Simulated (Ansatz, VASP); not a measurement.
# MgO in VASP and in Ansatz

```
Mg O
1.0
     5.52307    0.00000    0.00000
     0.00000    5.52307    0.00000
     0.00000    0.00000    5.52307
Mg O
6 6
Cartesian
  1.3808 -0.0731 2.7615
  0.0000 2.8346 1.3808
  2.7615 4.1423 0.0000
  4.1423 -0.0731 2.7615
  0.0000 2.8346 4.1423
  2.7615 1.3808 0.0000
  1.3808 2.6975 0.0000
  2.7615 0.0640 1.3808
  0.0000 4.1423 2.7615
  4.1423 2.6975 0.0000
  2.7615 0.0640 4.1423
  0.0000 1.3808 2.7615
```

Change from the starting cell: mode 14 frozen in at -0.029 Å and mode 24 at -0.086 Å (largest displacements).

Alike in both runs: task single point; functional LDA; k mesh 4 × 4 × 4; occupations gaussian, width 0.05 eV; no spin polarisation.

|  | VASP | Ansatz |
| --- | --- | --- |
| version | VASP 6.6.1 | Ansatz 0.2.0 |
| potentials or method | VASP PAW LDA potentials, release 64 (Mg, O), cutoff 520 eV | scalar-relativistic, plane waves, PAW |
| valence electrons in the cell | 48 | 96 |

```tsv
	VASP	Ansatz	Ansatz less VASP
gap on the k mesh at the Fermi level (eV)	2.72	2.73	+0.013
least direct gap on the mesh (eV)	2.73	2.75	+0.013
pressure (GPa)	-0.5	0.2	+0.70
traceless stress, the component that is largest in VASP (GPa)	-0.27	-0.28	-0.004
rms of the force components (eV/Å)	0.619	0.606	-0.0128
```

Ansatz warns that its potentials were made for another functional, while VASP's fit it. LDA's correlation is that of Perdew and Zunger in VASP and of Perdew and Wang (1992) in Ansatz. Atom by atom the forces differ by 0.013 eV/Å (rms over components). VASP's potentials hold 48 valence electrons a cell and Ansatz's 96, so a difference there can come from the potentials and not from the codes.
